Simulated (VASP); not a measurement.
A run of VASP 6.6.1 is set up as follows.

INCAR

```
SYSTEM = Cd2TeSe5
ALGO = Normal
EDIFF = 1E-6
ENCUT = 500
GGA = PE
GGA_COMPAT = .FALSE.
ISIF = 2
ISMEAR = 0
LASPH = .TRUE.
LCHARG = .FALSE.
LREAL = .FALSE.
LWAVE = .FALSE.
NBANDS = 40
NELM = 120
PREC = Accurate
SIGMA = 0.15
```

Contents of KPOINTS:

```
k-points
0
G
  3 3 3
  0 0 0
```

The input POSCAR:

```
Cd2TeSe5
1.0
   -2.1355213729      2.1355213729     11.6403166372
    2.1355213729     -2.1355213729     11.6403166372
    2.1355213729      2.1355213729    -11.6403166372
Cd Te Se
2 1 5
Direct
    0.2510022099      0.2510022099      0.0000000000
    0.7489977901      0.7489977901      0.0000000000
    0.0000000000      0.0000000000      0.0000000000
    0.6628557914      0.1628557914      0.5000000000
    0.3371442086      0.8371442086      0.5000000000
    0.1628557914      0.6628557914      0.5000000000
    0.8371442086      0.3371442086      0.5000000000
    0.5000000000      0.5000000000      0.0000000000
```

Potentials or basis: VASP PAW PBE potentials, release 64 (Cd, Te, Se).

Run with:

```bash
$ cat potpaw_PBE.64/Cd/POTCAR potpaw_PBE.64/Te/POTCAR potpaw_PBE.64/Se/POTCAR > POTCAR
$ mpirun -np 1 vasp_std > vasp.out
```

**Question.** Estimate the largest force.

**Answer.** 0.115 eV/Å.

**Question.** Predict the band gap on the k mesh.

**Answer.** Zero (bands 30 and 31 overlap by 1.46 eV).

Stress tensor (GPa, compression positive):
```
0.49 0.00 0.00
0.00 0.49 0.00
0.00 0.00 0.91
```

Caveat: the k points lie up to 0.50 Å⁻¹ apart, too coarse for converged energies and pressures of a metal; spin-orbit coupling is left out, which moves the levels of the heavy elements.
